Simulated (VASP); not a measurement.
# CO2 in VASP: single point with PBE+D3(BJ)

Aim: the single point of CO2 with PBE+D3(BJ).

Everything below comes from runs of VASP 6.6.1. Logs are shortened: lines on timing, memory, paths and dates and some standing lists are left out, and cuts for length are marked.

## Step 1: The cell of the first run

The cell holds a disordered packing, 24 atoms: a = 8.082 Å, b = 8.082 Å, c = 8.082 Å, α = 90.00°, β = 90.00°, γ = 90.00°.

## Step 2: Single point, PBE+D3(BJ)

INCAR reads:

```
  PREC = Accurate
  ENCUT = 1000
  EDIFF = 1E-6
  ISMEAR = -1
  SIGMA = 0.05
  LREAL = Auto
  LASPH = T
  NELM = 120
  ALGO = Normal
  ISIF = 2
  LWAVE = F
  LCHARG = F
  GGA = PE
  IVDW = 12
  NBANDS = 82
  GGA_COMPAT = F
```

KPOINTS reads:

```
regular mesh
0
Gamma
  1 1 1
```

POSCAR reads:

```
CO2
1.0
    8.0824800000      0.0000000000      0.0000000000
    0.0000000000      8.0824800000      0.0000000000
    0.0000000000      0.0000000000      8.0824800000
C O
8 16
Direct
    0.4390607833      0.8528941612      0.8665409627
    0.9200765112      0.5639481941      0.5933203670
   -0.0514569786      0.1583548614      0.1062916333
    1.0557526898      0.1866877493      0.7056497511
    0.6149350199      0.4624941850      0.4538211044
    0.2084261266      0.8744840692      0.4713404797
    0.3668923400      0.2276900159      0.2600192020
    0.0452460136      0.6638309034      0.9423963932
    0.3402915937      0.9420004751      0.9315457632
    0.5383372430      0.7737352892      0.7979110372
    0.8468316655      0.5374216825      0.7120834199
    0.9766433075      0.5795003514      0.4619003078
    0.0387381101      0.0974577110      0.2014728153
   -0.1499292296      0.2168765033      0.0235447536
    0.9256812266      0.1349709495      0.6675426354
    1.1814319367      0.2418812048      0.7522938504
    0.6463486455      0.5065524443      0.3222154586
    0.6065341331      0.3783987093      0.5716438519
    0.2327503440      0.9183443695      0.6122996902
    0.2177920638      0.8285699439      0.3369139175
    0.2910987717      0.2362022548      0.3846962813
    0.4681978799      0.2343216439      0.1473805070
   -0.0703373222      0.6606635587      1.0376146925
    0.1522057586      0.6835525730      0.8411279706
```

Potentials or basis: VASP PAW PBE potentials, release 64 (C_h, O_h).

Run with:

```
$ cat potpaw_PBE.64/C_h/POTCAR potpaw_PBE.64/O_h/POTCAR > POTCAR
$ mpirun -np 1 vasp_gam > vasp.out
```

OUTCAR:

```text
PREC = Accurate
   ENCUT = 1000
   EDIFF = 1E-6
   ISMEAR = -1
   LREAL = Auto
   LASPH = T
   NELM = 120
   ISIF = 2
   GGA = PE
   IVDW = 12
 IVDW          = 12

 ion  position               nearest neighbor table
   1  0.439  0.853  0.867-  10 1.17   9 1.20
   2  0.920  0.564  0.593-  11 1.15  12 1.16
   3  0.949  0.158  0.106-  14 1.14  13 1.17
   4  0.056  0.187  0.706-  16 1.17  15 1.17
   5  0.615  0.462  0.454-  17 1.15  18 1.17
   6  0.208  0.874  0.471-  20 1.15  19 1.21
   7  0.367  0.228  0.260-  21 1.18  22 1.23
   8  0.045  0.664  0.942-  24 1.20  23 1.21
   9  0.340  0.942  0.932-   1 1.20
  10  0.538  0.774  0.798-   1 1.17
  11  0.847  0.537  0.712-   2 1.15
  12  0.977  0.580  0.462-   2 1.16
  13  0.039  0.097  0.201-   3 1.17
  14  0.850  0.217  0.024-   3 1.14
[... 8 lines left out ...]
  23  0.930  0.661  0.038-   8 1.21
  24  0.152  0.684  0.841-   8 1.20

  LATTYP: Found a simple cubic cell.
 ALAT       =     8.0824800000

  Lattice vectors:

 A1 = (   8.0824800000,   0.0000000000,   0.0000000000)
 A2 = (   0.0000000000,   8.0824800000,   0.0000000000)
 A3 = (   0.0000000000,   0.0000000000,   8.0824800000)

Analysis of symmetry for initial positions (statically):
=====================================================================
 Subroutine PRICEL returns:
 Original cell was already a primitive cell.

 Routine SETGRP: Setting up the symmetry group for a
 simple cubic supercell.

 Subroutine GETGRP returns: Found  1 space group operations
 (whereof  1 operations were pure point group operations)
 out of a pool of 48 trial point group operations.

The static configuration has the point symmetry C_1 .

Analysis of symmetry for dynamics (positions and initial velocities):
=====================================================================
 Subroutine PRICEL returns:
 Original cell was already a primitive cell.

 Routine SETGRP: Setting up the symmetry group for a
 simple cubic supercell.

 Subroutine GETGRP returns: Found  1 space group operations
 (whereof  1 operations were pure point group operations)
 out of a pool of 48 trial point group operations.

The dynamic configuration has the point symmetry C_1 .

 Subroutine INISYM returns: Found  1 space group operations
 (whereof  1 operations are pure point group operations),
 and found     1 'primitive' translations

----------------------------------------------------------------------------------------

                                     Primitive cell

  volume of cell :     528.0000

  direct lattice vectors                    reciprocal lattice vectors
     8.082480000  0.000000000  0.000000000     0.123724401  0.000000000  0.000000000
     0.000000000  8.082480000  0.000000000     0.000000000  0.123724401  0.000000000
     0.000000000  0.000000000  8.082480000     0.000000000  0.000000000  0.123724401

  length of vectors
     8.082480000  8.082480000  8.082480000     0.123724401  0.123724401  0.123724401

  position of ions in fractional coordinates (direct lattice)
     0.439060783  0.852894161  0.866540963
     0.920076511  0.563948194  0.593320367
     0.948543021  0.158354861  0.106291633
     0.055752690  0.186687749  0.705649751
     0.614935020  0.462494185  0.453821104
     0.208426127  0.874484069  0.471340480
[... 16 lines left out ...]
     0.929662678  0.660663559  0.037614693
     0.152205759  0.683552573  0.841127971

  ion indices of the primitive-cell ions
   primitive index   ion index
                 1           1
                 2           2
                 3           3
                 4           4
                 5           5
                 6           6
[... 16 lines left out ...]
                23          23
                24          24

----------------------------------------------------------------------------------------

 KPOINTS: regular mesh

Automatic generation of k-mesh.
 Grid dimensions read from file:
 generate k-points for:    1    1    1

 Generating k-lattice:

  Cartesian coordinates                     Fractional coordinates (reciprocal lattice)
     0.123724401  0.000000000  0.000000000     1.000000000  0.000000000  0.000000000
     0.000000000  0.123724401  0.000000000     0.000000000  1.000000000  0.000000000
     0.000000000  0.000000000  0.123724401     0.000000000  0.000000000  1.000000000

  Length of vectors
     0.123724401  0.123724401  0.123724401

  Shift w.r.t. Gamma in fractional coordinates (k-lattice)
     0.000000000  0.000000000  0.000000000

 Subroutine IBZKPT returns following result:
 ===========================================

 Found      1 irreducible k-points:

 Following reciprocal coordinates:
            Coordinates               Weight
  0.000000  0.000000  0.000000      1.000000
   k-points           NKPTS =      1   k-points in BZ     NKDIM =      1   number of bands    NBANDS=     82
   number of dos      NEDOS =    301   number of ions     NIONS =     24
   total plane-waves  NPLWV = 592704
   dimension x,y,z NGX =    84 NGY =   84 NGZ =   84
   dimension x,y,z NGXF=   168 NGYF=  168 NGZF=  168
   ions per type =               8  16
   NGX,Y,Z   is equivalent  to a cutoff of  17.28, 17.28, 17.28 a.u.
   NGXF,Y,Z  is equivalent  to a cutoff of  34.56, 34.56, 34.56 a.u.
 SYSTEM =  unknown system
   PREC   = accura    normal or accurate (medium, high low for compatibility)
   ISTART =      0    job   : 0-new  1-cont  2-samecut
   ICHARG =      2    charge: 1-file 2-atom 10-const
   ISPIN  =      1    spin polarized calculation?
   LNONCOLLINEAR =      F non collinear calculations
   LSORBIT =      F    spin-orbit coupling
   LASPH  =      T    aspherical Exc in radial PAW
   ENCUT  = 1000.0 eV  73.50 Ry    8.57 a.u.  20.84 20.84 20.84*2*pi/ulx,y,z
   NELM   =    120;   NELMIN=  2; NELMDL= -5     # of ELM steps
   EDIFF  = 0.1E-05   stopping-criterion for ELM
   LREAL  =      T    real-space projection
   EDIFFG = 0.1E-04   stopping-criterion for IOM
   NSW    =      0    number of steps for IOM
   IBRION =     -1    ionic relax: 0-MD 1-quasi-New 2-CG
   NFREE  =      0    steps in history (QN), initial steepest desc. (CG)
   ISIF   =      2    stress and relaxation
   ISYM   =      2    0-nonsym 1-usesym 2-fastsym
   POTIM  = 0.5000    time-step for ionic-motion
   TEBEG  =    0.0;   TEEND  =   0.0 temperature during run
   PSTRESS=    0.0 pullay stress
   NELECT =     128.0000    total number of electrons
   NUPDOWN=      -1.0000    fix difference up-down
   EMIN   =  10.00;   EMAX   =-10.00  energy-range for DOS
   EFERMI =   0.00;   METHOD = LEGACY
   ISMEAR =    -1;   SIGMA  =   0.05  broadening in eV -4-tet -1-fermi 0-gaus
   EFERMI_NEDOS =   21; number of points for ismear=-14 and -15
   IALGO  =     38    algorithm
   IMIX   =      4    mixing-type and parameters
     AMIX     =   0.40;   BMIX     =  1.00
     AMIX_MAG =   1.60;   BMIX_MAG =  1.00
  volume/ion in A,a.u.               =      22.00       148.46
  Fermi-wavevector in a.u.,A,eV,Ry     =   1.020783  1.929001 14.177248  1.041998
  Thomas-Fermi vector in A             =   2.154372
   LORBIT       =      0    0 simple, 1 ext, 2 COOP (PROOUT), +10 PAW based schemes
   GGA     = PE    functional components
   LHFCALC =     F    Hartree Fock is set to
   AEXX    =    0.0000 exact exchange contribution
   IVDW    =    12    specifies the selected vdW correction
   LEPSILON=     F    determine dielectric tensor
   LRPA    =     F    only Hartree local field effects (RPA)
 non-spin polarized calculation
  energy-cutoff  :     1000.00
  volume of cell :      528.00
 maximum number of plane-waves:     18997
 NGX is ok and might be reduce to    84
   NGX = 41   NGY = 41   NGZ = 41

 number of electron     128.0000001 magnetization

 Free energy of the ion-electron system (eV)
  ---------------------------------------------------
  ext. energy  EPLUGINS =         0.00000000
  ---------------------------------------------------
  free energy    TOTEN  =      -184.12792767 eV

  energy without entropy =     -184.12792767  energy(sigma->0) =     -184.12792767

 E-fermi :  -3.4140     XC(G=0):  -6.0982

 val. band max:       -4.7150540431   @ k =   0.0000   0.0000   0.0000
 cond. band min:       0.9870881109   @ k =   0.0000   0.0000   0.0000
 fundamental gap:      5.7021421540
 Fermi energy:        -3.4139798056

 k-point     1 :       0.0000    0.0000    0.0000
  band No.  band energies     occupation
      1     -25.9001      2.00000
      2     -25.7105      2.00000
      3     -25.5795      2.00000
      4     -25.5219      2.00000
      5     -25.2131      2.00000
      6     -25.1400      2.00000
[... 68 lines left out ...]
     75       3.1720      0.00000
     76       3.3102      0.00000
 [bands above 76 left out]

------------------------ aborting loop because EDIFF is reached ----------------------------------------

 Edisp (eV)   -1.10932

 E8    (eV) :    -0.2831

  FORCE on cell =-STRESS in cart. coord.  units (eV):
  Direction    XX          YY          ZZ          XY          YZ          ZX
  --------------------------------------------------------------------------------------
  -------------------------------------------------------------------------------------
  Total      -3.50852     1.84086     1.27873     1.56137    -2.83255     8.19461
  in kB     -10.64636     5.58597     3.88022     4.73788    -8.59518    24.86593
  external pressure =       -0.39 kB  Pullay stress =        0.00 kB

 VOLUME and BASIS-vectors are now :
 -----------------------------------------------------------------------------
  energy-cutoff  :     1000.00
  volume of cell :      528.00
      direct lattice vectors                 reciprocal lattice vectors
     8.082480000  0.000000000  0.000000000     0.123724401  0.000000000  0.000000000
     0.000000000  8.082480000  0.000000000     0.000000000  0.123724401  0.000000000
     0.000000000  0.000000000  8.082480000     0.000000000  0.000000000  0.123724401

 POSITION                                       TOTAL-FORCE (eV/Angst)
 -----------------------------------------------------------------------------------
      3.54870      6.89350      7.00380        -1.576456      2.080757      0.982865
      7.43650      4.55810      4.79550         0.089900     -0.210042     -1.529977
      7.66658      1.27990      0.85910         0.973076     -1.018685      1.954787
      0.45062      1.50890      5.70340        -0.094679      0.136142      0.434783
      4.97020      3.73810      3.66800         0.491999     -2.906007      1.175991
      1.68460      7.06800      3.80960         2.046584      1.076096      4.007092
[... 16 lines left out ...]
      7.51398      5.33980      0.30402         3.103019     -0.209551     -2.072545
      1.23020      5.52480      6.79840        -1.939205     -1.083465      2.014671
 -----------------------------------------------------------------------------------
    total drift:                                0.000668     -0.000424     -0.001496

  FREE ENERGIE OF THE ION-ELECTRON SYSTEM (eV)
  ---------------------------------------------------
  free  energy   TOTEN  =      -185.2372507548 eV

  energy  without entropy=     -185.2372507548  energy(sigma->0) =     -185.23725075
```

Run time: 2.2 min. Hardware: 1 thread of Intel Xeon Platinum 8488C (Sapphire Rapids), shared host; peak memory 0.98 GiB.

Results:

```
Free energy                : -185.2373 eV
Pressure                   : 0.0 GPa
Largest force              : 4.626 eV/Å
Dispersion energy per atom : -0.046 eV
```

Forces in eV/Å, atoms in the order of the input:
```
C   -1.576  2.081  0.983
C    0.090 -0.210 -1.530
C    0.973 -1.019  1.955
C   -0.095  0.136  0.435
C    0.492 -2.906  1.176
C    2.047  1.076  4.007
C    3.330  0.844 -1.713
C   -1.303  1.000  0.419
O    1.824 -1.522 -0.637
O    0.111 -0.316 -0.001
O   -0.564 -0.020  2.301
O    0.968  0.400 -0.631
O    0.468 -0.188 -0.043
O   -1.699  1.250 -1.983
O    0.238 -0.047 -0.293
O   -0.215  0.074 -0.147
O   -0.128  2.115 -2.114
O   -0.966  0.602  0.697
O   -1.338 -0.719 -2.945
O   -0.585 -0.511 -1.586
O    0.177 -0.279 -1.182
O   -3.413 -0.549  2.890
O    3.103 -0.210 -2.073
O   -1.939 -1.083  2.015
```

Stress tensor (GPa, compression positive):
```
-1.06  0.47  2.49
 0.47  0.56 -0.86
 2.49 -0.86  0.39
```

Caveat: the k points lie up to 0.78 Å⁻¹ apart; the atoms stand as in a frame of molecular dynamics.
